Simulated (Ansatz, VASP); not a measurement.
# One calculation of SnO, two programs

```
Sn O
1.0
     3.82016    0.00000    0.00000
     0.00000    3.82016    0.00000
     0.00000    0.00000   22.22608
Sn O
4 4
Direct
  0.75000 0.25000 0.20246
  0.25000 0.75000 0.30878
  0.25000 0.00000 0.50675
  0.75000 0.50000 0.61307
  0.25000 0.25000 0.25562
  0.75000 0.75000 0.25562
  0.75000 0.00000 0.55991
  0.25000 0.50000 0.55991
```

Alike in both runs: task single point; functional PBE; dispersion D3(BJ); k mesh 7 × 7 × 1; occupations gaussian, width 0.05 eV; no spin polarisation.

```csv
,VASP,Ansatz
version,VASP 6.6.1,Ansatz 0.2.0
potentials or method,"VASP PAW PBE potentials, release 64 (Sn_d, O), cutoff 520 eV","scalar-relativistic, plane waves, PAW"
valence electrons in the cell,80,80
```

VASP gave:

```
gap on the k mesh at the Fermi level (eV) : 2.57
least direct gap on the mesh (eV)         : 2.60
rms of the force components (eV/Å)        : 0.041
```

Question: Estimate Ansatz's values.

Answer: gap on the k mesh at the Fermi level (eV): 2.59; least direct gap on the mesh (eV): 2.64; rms of the force components (eV/Å): 0.009.
